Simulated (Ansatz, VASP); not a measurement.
Os in VASP and in Ansatz

```
Os
1.0
     0.00000    1.90131    1.90131
     1.90131    0.00000    1.90131
     1.90131    1.90131    0.00000
Os
1
Direct
  0.00000 0.00000 0.00000
```

Alike in both runs: functional LDA; k mesh 19 × 19 × 19; occupations fermi-dirac, width 0.08 eV; no spin polarisation.

Ansatz relaxed the structure, and its values are those at the end. VASP's run is a single point on that final structure, the one shown.

```csv
,VASP,Ansatz
version,VASP 6.6.1,Ansatz 0.2.0
potentials or method,"VASP PAW LDA potentials, release 64 (Os_sv_GW)","PAW with Ansatz's default frozen-core files, scalar-relativistic"
plane-wave cutoff (eV),560,420
valence electrons in the cell,16,16
```

```csv
,VASP,Ansatz,Ansatz less VASP
pressure (GPa),0.4,0.0,-0.43
```

LDA's correlation is that of Perdew and Zunger in VASP and of Perdew and Wang (1992) in Ansatz.

Neither program's run includes spin-orbit coupling.
